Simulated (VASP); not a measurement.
# ZnCu (Cmmm) in VASP: a series of runs

ZnCu is run at these levels: PBE; tasks: single point.

Everything below comes from runs of VASP 6.6.1. Logs are shortened: lines on timing, memory, paths and dates and some standing lists are left out, and cuts for length are marked.

### Step 1. The cell of the first run

The structure is orthorhombic, space group Cmmm (No. 65). Conventional cell: a = 2.956 Å, b = 4.214 Å, c = 4.113 Å, α = 90.00°, β = 90.00°, γ = 90.00°. Zn (site symmetry mmm) has 8 Cu at 2.53 to 2.94 Å and 6 Zn at 2.57 to 2.96 Å within 3.3 Å. Cu (site symmetry mmm) has 8 Zn at 2.53 to 2.94 Å and 6 Cu at 2.57 to 2.96 Å within 3.3 Å.

### Step 2. Single point, PBE

The input, INCAR:

```
PREC = Accurate ; ENCUT = 820
EDIFF = 1E-6 ; ISMEAR = -1
SIGMA = 0.05 ; LREAL = F
LASPH = T ; NELM = 120
ALGO = Normal ; ISIF = 2
LWAVE = F ; LCHARG = F
GGA = PE ; NBANDS = 22
GGA_COMPAT = F
```

The input, KPOINTS:

```
regular mesh
0
Gamma
  11 11 7
```

The input, POSCAR:

```
ZnCu
1.0
    1.4780518602     -2.1070417992      0.0000000000
    1.4780518602      2.1070417992      0.0000000000
    0.0000000000      0.0000000000      4.1129549210
Zn Cu
1 1
Direct
    0.5000000000      0.5000000000      0.5000000000
    0.0000000000      0.0000000000      0.0000000000
```

Potentials or basis: VASP PAW PBE potentials, release 64 (Zn, Cu_sv_GW).

Launch:

```console
$ cat potpaw_PBE.64/Zn/POTCAR potpaw_PBE.64/Cu_sv_GW/POTCAR > POTCAR
$ mpirun -np 1 vasp_std > vasp.out
```

OUTCAR:

```text
PREC = Accurate
   ENCUT = 820
   EDIFF = 1E-6
   ISMEAR = -1
   LREAL = F
   LASPH = T
   NELM = 120
   ISIF = 2
   GGA = PE

 ion  position               nearest neighbor table
   1  0.500  0.500  0.500-   2 2.53   2 2.53   2 2.53   2 2.53
   2  0.000  0.000  0.000-   1 2.53   1 2.53   1 2.53   1 2.53

  LATTYP: Found a base centered orthorhombic cell.
 ALAT       =     2.9561037204
 B/A-ratio  =     1.4255533625
 C/A-ratio  =     1.3913432376

  Lattice vectors:

 A1 = (   1.4780518602,  -2.1070417992,   0.0000000000)
 A2 = (   1.4780518602,   2.1070417992,   0.0000000000)
 A3 = (   0.0000000000,   0.0000000000,   4.1129549210)

Analysis of symmetry for initial positions (statically):
=====================================================================
 Subroutine PRICEL returns:
 Original cell was already a primitive cell.

 Routine SETGRP: Setting up the symmetry group for a
 base centered orthorhombic supercell.

 Subroutine GETGRP returns: Found  8 space group operations
 (whereof  8 operations were pure point group operations)
 out of a pool of  8 trial point group operations.

The static configuration has the point symmetry D_2h.

Analysis of symmetry for dynamics (positions and initial velocities):
=====================================================================
 Subroutine PRICEL returns:
 Original cell was already a primitive cell.

 Routine SETGRP: Setting up the symmetry group for a
 base centered orthorhombic supercell.

 Subroutine GETGRP returns: Found  8 space group operations
 (whereof  8 operations were pure point group operations)
 out of a pool of  8 trial point group operations.

The dynamic configuration has the point symmetry D_2h.

 Subroutine INISYM returns: Found  8 space group operations
 (whereof  8 operations are pure point group operations),
 and found     1 'primitive' translations

----------------------------------------------------------------------------------------

                                     Primitive cell

  volume of cell :      25.6181

  direct lattice vectors                    reciprocal lattice vectors
     1.478051860 -2.107041799  0.000000000     0.338283124 -0.237299516  0.000000000
     1.478051860  2.107041799  0.000000000     0.338283124  0.237299516  0.000000000
     0.000000000  0.000000000  4.112954921     0.000000000  0.000000000  0.243134199

  length of vectors
     2.573764256  2.573764256  4.112954921     0.413214874  0.413214874  0.243134199

  position of ions in fractional coordinates (direct lattice)
     0.500000000  0.500000000  0.500000000
     0.000000000  0.000000000  0.000000000

  ion indices of the primitive-cell ions
   primitive index   ion index
                 1           1
                 2           2

----------------------------------------------------------------------------------------

 KPOINTS: regular mesh

Automatic generation of k-mesh.
 Grid dimensions read from file:
 generate k-points for:   11   11    7

 Generating k-lattice:

  Cartesian coordinates                     Fractional coordinates (reciprocal lattice)
     0.030753011 -0.021572683  0.000000000     0.090909091  0.000000000  0.000000000
     0.030753011  0.021572683  0.000000000     0.000000000  0.090909091  0.000000000
     0.000000000  0.000000000  0.034733457     0.000000000  0.000000000  0.142857143

  Length of vectors
     0.037564989  0.037564989  0.034733457

  Shift w.r.t. Gamma in fractional coordinates (k-lattice)
     0.000000000  0.000000000  0.000000000

 Subroutine IBZKPT returns following result:
 ===========================================

 Found    144 irreducible k-points:

 Following reciprocal coordinates:
            Coordinates               Weight
  0.000000  0.000000  0.000000      1.000000
  0.090909  0.000000  0.000000      4.000000
  0.181818  0.000000  0.000000      4.000000
  0.272727  0.000000  0.000000      4.000000
  0.363636  0.000000  0.000000      4.000000
  0.454545  0.000000  0.000000      4.000000
[... 16 lines left out ...]
 -0.272727  0.181818  0.000000      4.000000
 -0.181818  0.181818  0.000000      2.000000
 [... further k-points ...]
   k-points           NKPTS =    144   k-points in BZ     NKDIM =    144   number of bands    NBANDS=     22
   number of dos      NEDOS =    301   number of ions     NIONS =      2
   total plane-waves  NPLWV =  23040
   dimension x,y,z NGX =    24 NGY =   24 NGZ =   40
   dimension x,y,z NGXF=    48 NGYF=   48 NGZF=   80
   ions per type =               1   1
   NGX,Y,Z   is equivalent  to a cutoff of  15.50, 15.50, 16.17 a.u.
   NGXF,Y,Z  is equivalent  to a cutoff of  31.00, 31.00, 32.34 a.u.
 SYSTEM =  unknown system
   PREC   = accura    normal or accurate (medium, high low for compatibility)
   ISTART =      0    job   : 0-new  1-cont  2-samecut
   ICHARG =      2    charge: 1-file 2-atom 10-const
   ISPIN  =      1    spin polarized calculation?
   LNONCOLLINEAR =      F non collinear calculations
   LSORBIT =      F    spin-orbit coupling
   LASPH  =      T    aspherical Exc in radial PAW
   ENCUT  =  820.0 eV  60.27 Ry    7.76 a.u.   6.01  6.01  9.60*2*pi/ulx,y,z
   NELM   =    120;   NELMIN=  2; NELMDL= -5     # of ELM steps
   EDIFF  = 0.1E-05   stopping-criterion for ELM
   LREAL  =      F    real-space projection
[... 7 lines left out ...]
   TEBEG  =    0.0;   TEEND  =   0.0 temperature during run
   PSTRESS=    0.0 pullay stress
   NELECT =      31.0000    total number of electrons
   NUPDOWN=      -1.0000    fix difference up-down
   EMIN   =  10.00;   EMAX   =-10.00  energy-range for DOS
   EFERMI =   0.00;   METHOD = LEGACY
   ISMEAR =    -1;   SIGMA  =   0.05  broadening in eV -4-tet -1-fermi 0-gaus
   EFERMI_NEDOS =   21; number of points for ismear=-14 and -15
   IALGO  =     38    algorithm
   IMIX   =      4    mixing-type and parameters
     AMIX     =   0.40;   BMIX     =  1.00
     AMIX_MAG =   1.60;   BMIX_MAG =  1.00
  volume/ion in A,a.u.               =      12.81        86.44
  Fermi-wavevector in a.u.,A,eV,Ry     =   1.744535  3.296694 41.408026  3.043404
  Thomas-Fermi vector in A             =   2.816397
   LORBIT       =      0    0 simple, 1 ext, 2 COOP (PROOUT), +10 PAW based schemes
   GGA     = PE    functional components
   LHFCALC =     F    Hartree Fock is set to
   AEXX    =    0.0000 exact exchange contribution
   IVDW    =     0    specifies the selected vdW correction
   LEPSILON=     F    determine dielectric tensor
   LRPA    =     F    only Hartree local field effects (RPA)
 non-spin polarized calculation
  energy-cutoff  :      820.00
  volume of cell :       25.62
 maximum number of plane-waves:      1383
   NGX = 13   NGY = 13   NGZ = 19

 number of electron      30.9999999 magnetization

 Free energy of the ion-electron system (eV)
  ---------------------------------------------------
  ext. energy  EPLUGINS =         0.00000000
  ---------------------------------------------------
  free energy    TOTEN  =        -4.99627455 eV

  energy without entropy =       -4.99190667  energy(sigma->0) =       -4.99409061

 E-fermi :   5.4290     XC(G=0): -12.6766

 val. band max:        5.4203774186   @ k =   0.3636   0.2727   0.4286
 cond. band min:       5.4369619376   @ k =  -0.1818   0.0909   0.0000
 fundamental gap:      0.0165845190
 Fermi energy:         5.4290489067

 k-point     1 :       0.0000    0.0000    0.0000
  band No.  band energies     occupation
      1    -107.3169      2.00000
      2     -64.7485      2.00000
      3     -64.6593      2.00000
      4     -64.6124      2.00000
      5      -4.9042      2.00000
      6      -2.6328      2.00000
[... 14 lines left out ...]
     21      26.2316      0.00000
     22      28.5122      0.00000

 k-point     2 :       0.0909    0.0000    0.0000
  band No.  band energies     occupation
      1    -107.3166      2.00000
      2     -64.7482      2.00000
      3     -64.6613      2.00000
      4     -64.6150      2.00000
      5      -4.6817      2.00000
      6      -2.5829      2.00000
[... 14 lines left out ...]
     21      26.2234      0.00000
     22      26.6806      0.00000

 k-point     3 :       0.1818    0.0000    0.0000
  band No.  band energies     occupation
      1    -107.3156      2.00000
      2     -64.7470      2.00000
      3     -64.6675      2.00000
      4     -64.6207      2.00000
      5      -4.0376      2.00000
      6      -2.5127      2.00000
[... 14 lines left out ...]
     21      23.1782      0.00000
     22      24.9576      0.00000

 k-point     4 :       0.2727    0.0000    0.0000
  band No.  band energies     occupation
      1    -107.3143      2.00000
      2     -64.7456      2.00000
      3     -64.6776      2.00000
      4     -64.6262      2.00000
      5      -3.1460      2.00000
      6      -2.4163      2.00000
[... 14 lines left out ...]
     21      19.7195      0.00000
     22      22.9721      0.00000

 k-point     5 :       0.3636    0.0000    0.0000
  band No.  band energies     occupation
      1    -107.3132      2.00000
      2     -64.7443      2.00000
      3     -64.6884      2.00000
      4     -64.6297      2.00000
      5      -2.7927      2.00000
      6      -2.3000      2.00000
[... 417 lines left out ...]
 k-point    22 :      -0.3636    0.1818    0.0000
  band No.  band energies     occupation
      1    -107.3121      2.00000
      2     -64.7431      2.00000
      3     -64.6835      2.00000
      4     -64.6436      2.00000
      5      -2.4161      2.00000
      6      -2.2954      2.00000
[... 14 lines left out ...]
     21      19.2498      0.00000
     22      22.6384      0.00000

 k-point    23 :      -0.2727    0.1818    0.0000
  band No.  band energies     occupation
      1    -107.3133      2.00000
      2     -64.7445      2.00000
      3     -64.6738      2.00000
      4     -64.6396      2.00000
      5      -3.1038      2.00000
      6      -2.2723      2.00000
[... 14 lines left out ...]
     21      22.0683      0.00000
     22      22.5526      0.00000

 k-point    24 :      -0.1818    0.1818    0.0000
  band No.  band energies     occupation
      1    -107.3145      2.00000
      2     -64.7458      2.00000
      3     -64.6677      2.00000
      4     -64.6320      2.00000
      5      -3.7724      2.00000
      6      -2.3772      2.00000
[... 14 lines left out ...]
     21      25.0040      0.00000
     22      25.3287      0.00000

 [... further k-points ...]

------------------------ aborting loop because EDIFF is reached ----------------------------------------

  FORCE on cell =-STRESS in cart. coord.  units (eV):
  Direction    XX          YY          ZZ          XY          YZ          ZX
  --------------------------------------------------------------------------------------
  -------------------------------------------------------------------------------------
  Total        0.3950385      0.2211221      0.2286891     -0.0000000      0.0000000      0.0000000
  in kB       24.7060482     13.8291663     14.3024104     -0.0000000      0.0000000      0.0000000
  external PRESSURE =      17.6125416 kB  Pullay stress =       0.0000000 kB

 VOLUME and BASIS-vectors are now :
 -----------------------------------------------------------------------------
  energy-cutoff  :      820.00
  volume of cell :       25.62
      direct lattice vectors                 reciprocal lattice vectors
     1.478051860 -2.107041799  0.000000000     0.338283124 -0.237299516  0.000000000
     1.478051860  2.107041799  0.000000000     0.338283124  0.237299516  0.000000000
     0.000000000  0.000000000  4.112954921     0.000000000  0.000000000  0.243134199

 POSITION                                       TOTAL-FORCE (eV/Angst)
 -----------------------------------------------------------------------------------
      1.47805      0.00000      2.05648        -0.000000      0.000000      0.000000
      0.00000      0.00000      0.00000         0.000000      0.000000      0.000000
 -----------------------------------------------------------------------------------
    total drift:                                0.000000      0.000000      0.000000

  FREE ENERGIE OF THE ION-ELECTRON SYSTEM (eV)
  ---------------------------------------------------
  free  energy   TOTEN  =        -4.9962745463 eV

  energy  without entropy=       -4.9919066669  energy(sigma->0) =       -4.99409061
```

Run time: 53 s. Hardware: 1 thread of Intel Xeon 6975P-C (Granite Rapids), shared host; peak memory 0.32 GiB.

Results:

- Free energy: -4.9963 eV
- Pressure: 1.8 GPa
- Band gap on the k mesh: zero (an odd number of electrons rules out a gap without spin polarisation)

(Continued in part 2 of 2.)

The gap in the log of VASP goes by the Fermi energy; the results here count the filled bands.